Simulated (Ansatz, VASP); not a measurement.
# One calculation of Si2Bi2S, two programs

```xyz
5
Lattice="4.9409 0.0000 0.0000 -2.4704 4.2789 0.0000 0.0000 0.0000 7.8408" Properties=species:S:1:pos:R:3 pbc="T T T"
Si    0.0000    0.0000    6.6590
Si    0.0000    0.0000    1.1818
Bi    0.0000    2.8526    0.0000
Bi    0.0000    0.0000    3.9204
S     2.4704    1.4263    0.0000
```

Alike in both runs: functional PBE; k mesh 12 × 12 × 6; occupations gaussian, width 0.1 eV; no spin polarisation.

Ansatz relaxed the structure, and its values are those at the end. VASP's run is a single point on that final structure, the one shown.

```csv
,VASP,Ansatz
version,VASP 6.6.1,Ansatz 0.2.0
potentials or method,"VASP PAW PBE potentials, release 64 (Si, Bi_d, S), cutoff 520 eV","scalar-relativistic, plane waves, PAW"
valence electrons in the cell,44,44
```

```tsv
	VASP	Ansatz	Ansatz less VASP
gap on the k mesh at the Fermi level (eV)	none	none	-
pressure (GPa)	0.0	0.0	+0.04
rms of the force components (eV/Å)	0.003	0.002	-0.0012
```

A gap of «none» marks a metal or a gap that the smearing closes.

Neither program's run includes spin-orbit coupling.
